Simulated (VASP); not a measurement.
# GaCo (Pm-3m) in VASP: further runs

GaCo is run at these levels: PBEsol; tasks: single point.

Everything below comes from runs of VASP 6.6.1. Logs are shortened: lines on timing, memory, paths and dates and some standing lists are left out, and cuts for length are marked.

## Step 1: The cell of the first run

It takes space group Pm-3m (No. 221, cubic). Conventional cell: a = 2.779 Å, b = 2.779 Å, c = 2.779 Å, α = 90.00°, β = 90.00°, γ = 90.00°. Ga (site symmetry m-3m) has 8 Co at 2.41 Å and 6 Ga at 2.78 Å within 3.2 Å. Within 3.2 Å of Co (site symmetry m-3m) lie 8 Ga at 2.41 Å and 6 Co at 2.78 Å.

## Step 2: Single point, PBEsol, collinear spin, ferromagnetic start

INCAR

```
SYSTEM = GaCo
PREC = Accurate
ENCUT = 520
EDIFF = 1E-7
ISMEAR = -1
SIGMA = 0.1
LREAL = .False.
LASPH = .True.
NELM = 150
ALGO = Normal
ISIF = 2
LWAVE = .False.
LCHARG = .False.
ISPIN = 2
MAGMOM = 0 2.5
LORBIT = 11
LMAXMIX = 4
GGA = PS
NBANDS = 22
```

KPOINTS

```
Automatic mesh
0
Gamma
  8 8 8
  0 0 0
```

POSCAR

```
GaCo
1.0
    2.7786784489      0.0000000000      0.0000000000
    0.0000000000      2.7786784489      0.0000000000
    0.0000000000      0.0000000000      2.7786784489
Ga Co
1 1
Direct
    0.5000000000      0.5000000000      0.5000000000
    0.0000000000      0.0000000000      0.0000000000
```

Potentials or basis: VASP PAW PBE potentials, release 64 (Ga_d, Co).

Command:

```bash
$ cat potpaw_PBE.64/Ga_d/POTCAR potpaw_PBE.64/Co/POTCAR > POTCAR
$ mpirun -np 1 vasp_std > vasp.out
```

OUTCAR:

```text
SYSTEM = GaCo
   PREC = Accurate
   ENCUT = 520
   EDIFF = 1E-7
   ISMEAR = -1
   LREAL = .False.
   LASPH = .True.
   NELM = 150
   ISIF = 2
   ISPIN = 2
   LORBIT = 11
   GGA = PS

 ion  position               nearest neighbor table
   1  0.500  0.500  0.500-   2 2.41   2 2.41   2 2.41   2 2.41   2 2.41   2 2.41   2 2.41   2 2.41

   2  0.000  0.000  0.000-   1 2.41   1 2.41   1 2.41   1 2.41   1 2.41   1 2.41   1 2.41   1 2.41

  LATTYP: Found a simple cubic cell.
 ALAT       =     2.7786784489

  Lattice vectors:

 A1 = (   2.7786784489,   0.0000000000,   0.0000000000)
 A2 = (   0.0000000000,   2.7786784489,   0.0000000000)
 A3 = (   0.0000000000,   0.0000000000,   2.7786784489)

Analysis of symmetry for initial positions (statically):
=====================================================================
 Subroutine PRICEL returns:
 Original cell was already a primitive cell.

 Routine SETGRP: Setting up the symmetry group for a
 simple cubic supercell.

 Subroutine GETGRP returns: Found 48 space group operations
 (whereof 48 operations were pure point group operations)
 out of a pool of 48 trial point group operations.

The static configuration has the point symmetry O_h .

Analysis of symmetry for dynamics (positions and initial velocities):
=====================================================================
 Subroutine PRICEL returns:
 Original cell was already a primitive cell.

 Routine SETGRP: Setting up the symmetry group for a
 simple cubic supercell.

 Subroutine GETGRP returns: Found 48 space group operations
 (whereof 48 operations were pure point group operations)
 out of a pool of 48 trial point group operations.

The dynamic configuration has the point symmetry O_h .

Analysis of structural, dynamic, and magnetic symmetry:
=====================================================================
 Subroutine PRICEL returns:
 Original cell was already a primitive cell.

 Routine SETGRP: Setting up the symmetry group for a
 simple cubic supercell.

 Subroutine GETGRP returns: Found 48 space group operations
 (whereof 48 operations were pure point group operations)
 out of a pool of 48 trial point group operations.

The overall configuration has the point symmetry O_h .

 Subroutine INISYM returns: Found 48 space group operations
 (whereof 48 operations are pure point group operations),
 and found     1 'primitive' translations

----------------------------------------------------------------------------------------

                                     Primitive cell

  volume of cell :      21.4543

  direct lattice vectors                    reciprocal lattice vectors
     2.778678449  0.000000000  0.000000000     0.359883311  0.000000000  0.000000000
     0.000000000  2.778678449  0.000000000     0.000000000  0.359883311  0.000000000
     0.000000000  0.000000000  2.778678449     0.000000000  0.000000000  0.359883311

  length of vectors
     2.778678449  2.778678449  2.778678449     0.359883311  0.359883311  0.359883311

  position of ions in fractional coordinates (direct lattice)
     0.500000000  0.500000000  0.500000000
     0.000000000  0.000000000  0.000000000

  ion indices of the primitive-cell ions
   primitive index   ion index
                 1           1
                 2           2

----------------------------------------------------------------------------------------

 KPOINTS: Automatic mesh

Automatic generation of k-mesh.
 Grid dimensions read from file:
 generate k-points for:    8    8    8

 Generating k-lattice:

  Cartesian coordinates                     Fractional coordinates (reciprocal lattice)
     0.044985414  0.000000000  0.000000000     0.125000000  0.000000000  0.000000000
     0.000000000  0.044985414  0.000000000     0.000000000  0.125000000  0.000000000
     0.000000000  0.000000000  0.044985414     0.000000000  0.000000000  0.125000000

  Length of vectors
     0.044985414  0.044985414  0.044985414

  Shift w.r.t. Gamma in fractional coordinates (k-lattice)
     0.000000000  0.000000000  0.000000000

 Subroutine IBZKPT returns following result:
 ===========================================

 Found     35 irreducible k-points:

 Following reciprocal coordinates:
            Coordinates               Weight
  0.000000  0.000000  0.000000      1.000000
  0.125000  0.000000  0.000000      6.000000
  0.250000  0.000000  0.000000      6.000000
  0.375000  0.000000  0.000000      6.000000
  0.500000  0.000000  0.000000      3.000000
  0.125000  0.125000  0.000000     12.000000
[... 16 lines left out ...]
  0.375000  0.375000  0.125000     24.000000
  0.500000  0.375000  0.125000     24.000000
 [... further k-points ...]
   k-points           NKPTS =     35   k-points in BZ     NKDIM =     35   number of bands    NBANDS=     22
   number of dos      NEDOS =    301   number of ions     NIONS =      2
   total plane-waves  NPLWV =  13824
   dimension x,y,z NGX =    24 NGY =   24 NGZ =   24
   dimension x,y,z NGXF=    48 NGYF=   48 NGZF=   48
   ions per type =               1   1
   NGX,Y,Z   is equivalent  to a cutoff of  14.36, 14.36, 14.36 a.u.
   NGXF,Y,Z  is equivalent  to a cutoff of  28.72, 28.72, 28.72 a.u.
 SYSTEM =  GaCo
   PREC   = accura    normal or accurate (medium, high low for compatibility)
   ISTART =      0    job   : 0-new  1-cont  2-samecut
   ICHARG =      2    charge: 1-file 2-atom 10-const
   ISPIN  =      2    spin polarized calculation?
   LNONCOLLINEAR =      F non collinear calculations
   LSORBIT =      F    spin-orbit coupling
   LASPH  =      T    aspherical Exc in radial PAW
   ENCUT  =  520.0 eV  38.22 Ry    6.18 a.u.   5.17  5.17  5.17*2*pi/ulx,y,z
   NELM   =    150;   NELMIN=  2; NELMDL= -5     # of ELM steps
   EDIFF  = 0.1E-06   stopping-criterion for ELM
   LREAL  =      F    real-space projection
   EDIFFG = 0.1E-05   stopping-criterion for IOM
   NSW    =      0    number of steps for IOM
   IBRION =     -1    ionic relax: 0-MD 1-quasi-New 2-CG
   NFREE  =      0    steps in history (QN), initial steepest desc. (CG)
   ISIF   =      2    stress and relaxation
   ISYM   =      2    0-nonsym 1-usesym 2-fastsym
   POTIM  = 0.5000    time-step for ionic-motion
   TEBEG  =    0.0;   TEEND  =   0.0 temperature during run
   PSTRESS=    0.0 pullay stress
   NELECT =      22.0000    total number of electrons
   NUPDOWN=      -1.0000    fix difference up-down
   EMIN   =  10.00;   EMAX   =-10.00  energy-range for DOS
   EFERMI =   0.00;   METHOD = LEGACY
   ISMEAR =    -1;   SIGMA  =   0.10  broadening in eV -4-tet -1-fermi 0-gaus
   EFERMI_NEDOS =   21; number of points for ismear=-14 and -15
   IALGO  =     38    algorithm
   IMIX   =      4    mixing-type and parameters
     AMIX     =   0.40;   BMIX     =  1.00
     AMIX_MAG =   1.60;   BMIX_MAG =  1.00
  volume/ion in A,a.u.               =      10.73        72.39
  Fermi-wavevector in a.u.,A,eV,Ry     =   1.650862  3.119677 37.080574  2.725345
  Thomas-Fermi vector in A             =   2.739740
   LORBIT       =     11    0 simple, 1 ext, 2 COOP (PROOUT), +10 PAW based schemes
   GGA     = PS    functional components
   LHFCALC =     F    Hartree Fock is set to
   AEXX    =    0.0000 exact exchange contribution
   IVDW    =     0    specifies the selected vdW correction
   LEPSILON=     F    determine dielectric tensor
   LRPA    =     F    only Hartree local field effects (RPA)
 spin polarized calculation
  energy-cutoff  :      520.00
  volume of cell :       21.45
 maximum number of plane-waves:       592
 NGX is ok and might be reduce to    24
   NGX = 11   NGY = 11   NGZ = 11

 number of electron      21.9999995 magnetization       0.0001715

 number of electron      21.9999995 magnetization      -0.0000243

 Free energy of the ion-electron system (eV)
  ---------------------------------------------------
  ext. energy  EPLUGINS =         0.00000000
  ---------------------------------------------------
  free energy    TOTEN  =       -11.72398472 eV

  energy without entropy =      -11.68614313  energy(sigma->0) =      -11.70506393

 E-fermi :  11.1210     XC(G=0): -13.9792

 val. band max:       11.0027878652   @ k =   0.5000   0.3750   0.0000
 cond. band min:      11.1359773441   @ k =   0.5000   0.3750   0.1250
 fundamental gap:      0.1331894788
 Fermi energy:        11.1209850612

 spin component 1

 k-point     1 :       0.0000    0.0000    0.0000
  band No.  band energies     occupation
      1      -4.2304      1.00000
      2      -4.2304      1.00000
      3      -3.7629      1.00000
      4      -3.7629      1.00000
      5      -3.7629      1.00000
      6      -1.9044      1.00000
[... 14 lines left out ...]
     21      38.8394      0.00000
     22      38.8394      0.00000
[... 552 lines left out ...]
  band No.  band energies     occupation
      1      -4.1604      1.00000
      2      -3.9805      1.00000
      3      -3.9453      1.00000
      4      -3.9204      1.00000
      5      -3.6111      1.00000
      6       4.2968      1.00000
[... 14 lines left out ...]
     21      36.2354      0.00000
     22      40.2075      0.00000

 [... further k-points ...]

 spin component 2

 k-point     1 :       0.0000    0.0000    0.0000
  band No.  band energies     occupation
      1      -4.2304      1.00000
      2      -4.2304      1.00000
      3      -3.7629      1.00000
      4      -3.7629      1.00000
      5      -3.7629      1.00000
      6      -1.9044      1.00000
[... 14 lines left out ...]
     21      38.8394      0.00000
     22      38.8394      0.00000
[... 552 lines left out ...]
  band No.  band energies     occupation
      1      -4.1604      1.00000
      2      -3.9805      1.00000
      3      -3.9453      1.00000
      4      -3.9204      1.00000
      5      -3.6111      1.00000
      6       4.2968      1.00000
[... 14 lines left out ...]
     21      36.2354      0.00000
     22      40.2075      0.00000

 [... further k-points ...]
[... 5 lines left out ...]
  --------------------------------------------------------------------------------------
  -------------------------------------------------------------------------------------
  Total        2.1147124      2.1147124      2.1147124     -0.0000000      0.0000000     -0.0000000
  in kB      157.9235960    157.9235960    157.9235960     -0.0000000      0.0000000     -0.0000000
  external PRESSURE =     157.9235960 kB  Pullay stress =       0.0000000 kB

 VOLUME and BASIS-vectors are now :
 -----------------------------------------------------------------------------
  energy-cutoff  :      520.00
  volume of cell :       21.45
      direct lattice vectors                 reciprocal lattice vectors
     2.778678449  0.000000000  0.000000000     0.359883311  0.000000000  0.000000000
     0.000000000  2.778678449  0.000000000     0.000000000  0.359883311  0.000000000
     0.000000000  0.000000000  2.778678449     0.000000000  0.000000000  0.359883311

 POSITION                                       TOTAL-FORCE (eV/Angst)
 -----------------------------------------------------------------------------------
      1.38934      1.38934      1.38934         0.000000      0.000000      0.000000
      0.00000      0.00000      0.00000         0.000000      0.000000      0.000000
 -----------------------------------------------------------------------------------
    total drift:                                0.000000      0.000000     -0.000000

  FREE ENERGIE OF THE ION-ELECTRON SYSTEM (eV)
  ---------------------------------------------------
  free  energy   TOTEN  =       -11.7239847226 eV

  energy  without entropy=      -11.6861431328  energy(sigma->0) =      -11.70506393

 total charge

# of ion       s       p       d       tot
------------------------------------------
    1        0.867   1.005  10.097  11.968
    2        0.428   0.542   7.601   8.571
--------------------------------------------------
tot          1.295   1.547  17.698  20.540

 magnetization (x)

# of ion       s       p       d       tot
------------------------------------------
    1       -0.000   0.000   0.000   0.000
    2       -0.000   0.000  -0.000  -0.000
--------------------------------------------------
tot         -0.000   0.000  -0.000  -0.000
```

It took 39 s on 1 thread of Intel Xeon Platinum 8259CL at 2.50GHz (Skylake/Cascade Lake), shared host; peak memory 0.16 GiB.

Results:

```
Free energy                                           : -11.7240 eV
Pressure                                              : 15.8 GPa
Band gap on the k mesh                                : zero (filled and empty bands overlap)
Net moment                                            : 0.00 μB per cell
Valence electrons inside the program's atomic spheres : Ga 11.97; Co 8.57
```

Caveat: the starting moments collapsed, and a magnetic state may lie lower; the PAW data sets were made with another functional, which shifts forces and pressure a little.

## Step 3: Single point, PBEsol, collinear spin, ferromagnetic start

This run uses another cell than the first one, of 11.03 Å³/atom, 1.028 times its volume.

INCAR

```
SYSTEM = GaCo
  PREC = Accurate
  ENCUT = 520
  EDIFF = 1E-6
  ISMEAR = -1
  SIGMA = 0.1
  LREAL = .False.
  LASPH = .True.
  NELM = 150
  ALGO = Normal
  ISIF = 2
  LWAVE = .False.
  LCHARG = .True.
  ISPIN = 2
  MAGMOM = 0 2.5
  LORBIT = 11
  LMAXMIX = 4
  GGA = PS
  LELF = .True.
  LVHAR = .True.
  NBANDS = 22
```

KPOINTS is that of step 2.

POSCAR

```
GaCo
1.0
    2.8041723358      0.0000000000      0.0000000000
    0.0000000000      2.8041723358      0.0000000000
    0.0000000000      0.0000000000      2.8041723358
Ga Co
1 1
Direct
    0.5000000000      0.5000000000      0.5000000000
    0.0000000000      0.0000000000      0.0000000000
```

Potentials or basis: VASP PAW PBE potentials, release 64 (Ga_d, Co).

Command:

```bash
$ cat potpaw_PBE.64/Ga_d/POTCAR potpaw_PBE.64/Co/POTCAR > POTCAR
$ mpirun -np 1 vasp_std > vasp.out
```

Wall time 42 s (1 thread of Intel Xeon Platinum 8259CL at 2.50GHz (Skylake/Cascade Lake), shared host); peak memory 0.16 GiB.

The run converged. Its results:

| Quantity | Value |
| --- | --- |
| Free energy | -11.7694 eV |
| Pressure | 8.8 GPa |
| Band gap on the k mesh | zero (filled and empty bands overlap) |
| Net moment | 0.00 μB per cell |
| Valence electrons inside the program's atomic spheres | Ga 11.92; Co 8.51 |

Levels at points of the mesh, in eV from the Fermi level:
Spin up:
```
           k point  band 7  band 8  band 9  band 10  band 11  band 12  band 13  band 14  band 15  band 16
(0.00, 0.00, 0.00)   -2.85   -2.85   -0.79    -0.79    -0.79     5.45     5.45     5.45    11.60    11.60
(0.50, 0.00, 0.00)   -7.39   -2.63   -1.94    -1.94    -0.79     0.13    11.39    11.39    12.01    13.29
(0.50, 0.50, 0.00)   -3.42   -3.42   -2.71    -1.33    -1.33    -0.26     2.68     3.51    12.31    15.76
(0.50, 0.50, 0.50)   -4.53   -4.53   -0.22    -0.22     1.14     4.00     4.00     4.00     5.16     5.16
```
Spin down:
```csv
k point,band 9,band 10,band 11,band 12,band 13,band 14
"(0.00, 0.00, 0.00)",-0.79,-0.79,-0.79,5.45,5.45,5.45
"(0.50, 0.00, 0.00)",-1.94,-1.94,-0.79,0.13,11.39,11.39
"(0.50, 0.50, 0.00)",-2.71,-1.33,-1.33,-0.26,2.68,3.51
"(0.50, 0.50, 0.50)",-0.22,-0.22,1.14,4.00,4.00,4.00
```

Caveat: the starting moments collapsed, and a magnetic state may lie lower; the PAW data sets were made with another functional, which shifts forces and pressure a little.
